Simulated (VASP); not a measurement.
# Al3GaN4 (P1) in VASP: single point with PBEsol

Aim: the single point of Al3GaN4 with PBEsol.

Everything below comes from runs of VASP 6.6.1. Logs are shortened: lines on timing, memory, paths and dates and some standing lists are left out, and cuts for length are marked.

**1. The cell of the first run**

The typed cell holds 8 atoms: a = 4.451 Å, b = 4.315 Å, c = 4.406 Å, α = 93.32°, β = 82.17°, γ = 89.57°.

**2. Single point, PBEsol (atoms moved at random and the cell strained at random)**

Input file INCAR:

```
SYSTEM = Al3GaN4
PREC = Accurate
ENCUT = 520
EDIFF = 1E-6
ISMEAR = 0
SIGMA = 0.05
LREAL = .False.
LASPH = .True.
NELM = 80
ALGO = Normal
ISIF = 2
LWAVE = .False.
LCHARG = .False.
GGA = PS
NBANDS = 31
```

Input file KPOINTS:

```
regular mesh
0
Gamma
  6 6 6
  0 0 0
```

Input file POSCAR:

```
Al3GaN4
1.0
    4.4402681225      0.0209125206      0.3026800834
    0.0209125206      4.3128900658     -0.1271972381
    0.3026800834     -0.1271972381      4.3935764675
Al Ga N
3 1 4
Direct
    0.5129606905      0.5350561236     -0.0101370879
    0.4972502373      0.0539000607      0.5021839536
    0.0201702633      0.4941128480      0.5004025592
    0.0090495667     -0.0380796495     -0.0061471171
    0.7417632729      0.7472714058      0.2282345125
    0.7362226494      0.2631042358      0.7265404024
    0.2433347669      0.7156115157      0.7857639058
    0.2392485530      0.2290234600      0.2731588714
```

Potentials or basis: VASP PAW PBE potentials, release 64 (Al, Ga_d, N).

Started as:

```bash
$ cat potpaw_PBE.64/Al/POTCAR potpaw_PBE.64/Ga_d/POTCAR potpaw_PBE.64/N/POTCAR > POTCAR
$ mpirun -np 1 vasp_std > vasp.out
```

OUTCAR:

```text
SYSTEM = Al3GaN4
   PREC = Accurate
   ENCUT = 520
   EDIFF = 1E-6
   ISMEAR = 0
   LREAL = .False.
   LASPH = .True.
   NELM = 80
   ISIF = 2
   GGA = PS

 ion  position               nearest neighbor table
   1  0.513  0.535  0.990-   5 1.78   7 1.79   6 1.79   8 2.14   4 2.89   4 2.89   3 2.90   2 2.91
                             3 2.93   2 3.08   2 3.15   2 3.20   3 3.28
   2  0.497  0.054  0.502-   6 1.77   8 1.82   5 1.96   7 2.20   3 2.84   4 2.90   1 2.91   4 2.98
                             3 3.01   1 3.08   1 3.15   1 3.20   3 3.23   3 3.34
   3  0.020  0.494  0.500-   8 1.69   6 1.84   7 1.92   5 2.17   2 2.84   4 2.87   1 2.90   1 2.93
                             2 3.01   4 3.10   4 3.11   2 3.23   1 3.28   2 3.34
   4  0.009  0.962  0.994-   7 1.63   5 1.77   8 2.02   6 2.26   3 2.87   1 2.89   1 2.89   2 2.90
                             2 2.98   3 3.10   3 3.11
   5  0.742  0.747  0.228-   4 1.77   1 1.78   2 1.96   3 2.17
   6  0.736  0.263  0.727-   2 1.77   1 1.79   3 1.84   4 2.26
   7  0.243  0.716  0.786-   4 1.63   1 1.79   3 1.92   2 2.20
   8  0.239  0.229  0.273-   3 1.69   2 1.82   4 2.02   1 2.14

  LATTYP: Found a triclinic cell.
 ALAT       =    10.4918904667
 B/A-ratio  =     0.9449149661
 C/A-ratio  =     1.1639858907
 COS(alpha) =     0.0010450978
 COS(beta)  =     0.6459093581
 COS(gamma) =     0.7612420544

  Lattice vectors:

 A1 = (   3.8558204763,   4.5881970626,  -8.6116700897)
 A2 = (  -0.2608550422,   8.7529773697,  -4.6479709437)
 A3 = (   8.2542635576,  -4.0166705484,  -8.0545955301)

Analysis of symmetry for initial positions (statically):
=====================================================================
 Subroutine PRICEL returns:
 Original cell was already a primitive cell.

 Routine SETGRP: Setting up the symmetry group for a
 triclinic supercell.

 Subroutine GETGRP returns: Found  1 space group operations
 (whereof  1 operations were pure point group operations)
 out of a pool of  2 trial point group operations.

The static configuration has the point symmetry C_1 .

Analysis of symmetry for dynamics (positions and initial velocities):
=====================================================================
 Subroutine PRICEL returns:
 Original cell was already a primitive cell.

 Routine SETGRP: Setting up the symmetry group for a
 triclinic supercell.

 Subroutine GETGRP returns: Found  1 space group operations
 (whereof  1 operations were pure point group operations)
 out of a pool of  2 trial point group operations.

The dynamic configuration has the point symmetry C_1 .

 Subroutine INISYM returns: Found  1 space group operations
 (whereof  1 operations are pure point group operations),
[... 117 lines left out ...]
   TEBEG  =    0.0;   TEEND  =   0.0 temperature during run
   PSTRESS=    0.0 pullay stress
   NELECT =      42.0000    total number of electrons
   NUPDOWN=      -1.0000    fix difference up-down
   EMIN   =  10.00;   EMAX   =-10.00  energy-range for DOS
   EFERMI =   0.00;   METHOD = LEGACY
   ISMEAR =     0;   SIGMA  =   0.05  broadening in eV -4-tet -1-fermi 0-gaus
   EFERMI_NEDOS =   21; number of points for ismear=-14 and -15
   IALGO  =     38    algorithm
   IMIX   =      4    mixing-type and parameters
     AMIX     =   0.40;   BMIX     =  1.00
     AMIX_MAG =   1.60;   BMIX_MAG =  1.00
  volume/ion in A,a.u.               =      10.46        70.58
  Fermi-wavevector in a.u.,A,eV,Ry     =   1.301081  2.458687 23.032115  1.692813
  Thomas-Fermi vector in A             =   2.432238
   LORBIT       =      0    0 simple, 1 ext, 2 COOP (PROOUT), +10 PAW based schemes
   GGA     = PS    functional components
   LHFCALC =     F    Hartree Fock is set to
   AEXX    =    0.0000 exact exchange contribution
   IVDW    =     0    specifies the selected vdW correction
   LEPSILON=     F    determine dielectric tensor
   LRPA    =     F    only Hartree local field effects (RPA)
 non-spin polarized calculation
 Gauss-broadening in eV      SIGMA  =   0.05
  energy-cutoff  :      520.00
  volume of cell :       83.67
 maximum number of plane-waves:      2270
 NGX is ok and might be reduce to    36
   NGX = 17   NGY = 17   NGZ = 17

 number of electron      41.9999998 magnetization

 Free energy of the ion-electron system (eV)
  ---------------------------------------------------
  ext. energy  EPLUGINS =         0.00000000
  ---------------------------------------------------
  free energy    TOTEN  =       -56.20474075 eV

  energy without entropy =      -56.20474075  energy(sigma->0) =      -56.20474075

 E-fermi :   6.6974     XC(G=0): -11.4079

 val. band max:        6.4286300489   @ k =   0.1667  -0.0000   0.1667
 cond. band min:       8.4908818769   @ k =   0.0000   0.0000   0.0000
 fundamental gap:      2.0622518280
 Fermi energy:         6.6973822457

 k-point     1 :       0.0000    0.0000    0.0000
  band No.  band energies     occupation
      1      -9.8756      2.00000
      2      -8.5523      2.00000
      3      -7.7956      2.00000
      4      -7.2312      2.00000
      5      -6.9038      2.00000
      6      -6.8849      2.00000
[... 805 lines left out ...]
     30      16.9265      0.00000
     31      17.1123      0.00000

 [... further k-points ...]

------------------------ aborting loop because EDIFF is reached ----------------------------------------

  FORCE on cell =-STRESS in cart. coord.  units (eV):
  Direction    XX          YY          ZZ          XY          YZ          ZX
  --------------------------------------------------------------------------------------
  -------------------------------------------------------------------------------------
  Total       12.6312103      9.4829360      9.3502652     -5.3397611      9.9632705    -13.7358785
  in kB      241.8773142    181.5904443    179.0499074   -102.2520434    190.7884543   -263.0308028
  external PRESSURE =     200.8392220 kB  Pullay stress =       0.0000000 kB

 VOLUME and BASIS-vectors are now :
 -----------------------------------------------------------------------------
  energy-cutoff  :      520.00
  volume of cell :       83.67
      direct lattice vectors                 reciprocal lattice vectors
     4.440268123  0.020912521  0.302680083     0.226284703 -0.001558308 -0.015634207
     0.020912521  4.312890066 -0.127197238    -0.001558308  0.232071957  0.006826006
     0.302680083 -0.127197238  4.393576467    -0.015634207  0.006826006  0.228879688

 POSITION                                       TOTAL-FORCE (eV/Angst)
 -----------------------------------------------------------------------------------
      2.58848      2.19246      4.43624        -0.955825     -2.287305      1.251712
      2.36105      0.17899      2.35004         0.016870     -3.266144     -0.858578
      0.25136      2.06783      2.14181        -2.606476      2.316906      1.116836
      0.36112      4.02243      4.24695        -3.040030      6.884340      2.761264
      3.37834      3.20938      1.13223        -1.009428     -0.367499      3.870383
      3.49444      1.05772      3.38148         1.318197     -0.393539      1.173124
      1.33327      2.99150      3.43494         4.021345     -2.310933     -6.173481
      1.14980      0.95801      1.24343         2.255347     -0.575826     -3.141259
 -----------------------------------------------------------------------------------
    total drift:                                0.000587     -0.000527     -0.000252

  FREE ENERGIE OF THE ION-ELECTRON SYSTEM (eV)
  ---------------------------------------------------
  free  energy   TOTEN  =       -56.2047407471 eV

  energy  without entropy=      -56.2047407471  energy(sigma->0) =      -56.20474075
```

OSZICAR:

```text
N       E                     dE             d eps       ncg     rms          rms(c)
DAV:   1     0.340653468986E+03    0.34065E+03   -0.19183E+04  7502   0.172E+03
DAV:   2    -0.183506948990E+02   -0.35900E+03   -0.33254E+03  8164   0.471E+02
DAV:   3    -0.645211540169E+02   -0.46170E+02   -0.45500E+02  7968   0.132E+02
DAV:   4    -0.663961178869E+02   -0.18750E+01   -0.18686E+01  9223   0.300E+01
DAV:   5    -0.664377001628E+02   -0.41582E-01   -0.41569E-01  8253   0.419E+00    0.174E+01
DAV:   6    -0.562127385939E+02    0.10225E+02   -0.29034E+01 10932   0.624E+01    0.586E+00
DAV:   7    -0.563203587011E+02   -0.10762E+00   -0.38775E+00  8310   0.119E+01    0.427E+00
DAV:   8    -0.562253297583E+02    0.95029E-01   -0.42111E-01  9389   0.666E+00    0.101E+00
DAV:   9    -0.562056849118E+02    0.19645E-01   -0.64860E-02 11129   0.407E+00    0.516E-01
DAV:  10    -0.562045987428E+02    0.10862E-02   -0.21063E-02  8500   0.947E-01    0.224E-01
DAV:  11    -0.562047324177E+02   -0.13367E-03   -0.19669E-03  9664   0.445E-01    0.437E-02
DAV:  12    -0.562047435428E+02   -0.11125E-04   -0.26822E-04  9110   0.210E-01    0.291E-02
DAV:  13    -0.562047430190E+02    0.52380E-06   -0.51315E-05  9651   0.545E-02    0.190E-02
DAV:  14    -0.562047414764E+02    0.15426E-05   -0.83284E-06  8550   0.260E-02    0.118E-02
DAV:  15    -0.562047407471E+02    0.72936E-06   -0.37496E-06  8107   0.204E-02
   1 F= -.56204741E+02 E0= -.56204741E+02  d E =-.742295E-16
```

stdout:

```text
POSCAR found type information on POSCAR AlGaN
 POSCAR found :  3 types and       8 ions
 scaLAPACK will be used
 -----------------------------------------------------------------------------
|                                                                             |
|                                                                             |
|     You enforced a specific xc type in the INCAR file but a different       |
|     I HOPE YOU KNOW WHAT YOU ARE DOING!                                     |
|                                                                             |
 -----------------------------------------------------------------------------

 LDA part: xc-table for (Slater+PW92), standard interpolation
 POSCAR, INCAR and KPOINTS ok, starting setup
 FFT: planning ... GRIDC
 FFT: planning ... GRID_SOFT
 FFT: planning ... GRID
 WAVECAR not read
 entering main loop
```

It took 6.5 min on 1 thread of Intel Xeon 8259CL, shared host; peak memory 0.37 GiB.

What came out:

| Property | Result |
| --- | --- |
| Free energy | -56.2047 eV |
| Pressure | 20.1 GPa |
| Largest force | 8.016 eV/Å |
| Band gap on the k mesh | 2.06 eV (least direct gap 2.09 eV) |

Forces in eV/Å, atoms in the order of the input:
```
Al  -0.956 -2.287  1.252
Al   0.017 -3.266 -0.859
Al  -2.606  2.317  1.117
Ga  -3.040  6.884  2.761
N   -1.009 -0.367  3.870
N    1.318 -0.394  1.173
N    4.021 -2.311 -6.173
N    2.255 -0.576 -3.141
```

Stress tensor (GPa, compression positive):
```
 24.19 -10.23 -26.30
-10.23  18.16  19.08
-26.30  19.08  17.90
```

Caveat: the cell differs from its parent crystal (atoms moved at random and the cell strained at random); the cell stands under pressure; the PAW data sets were made with another functional, which shifts forces and pressure a little.
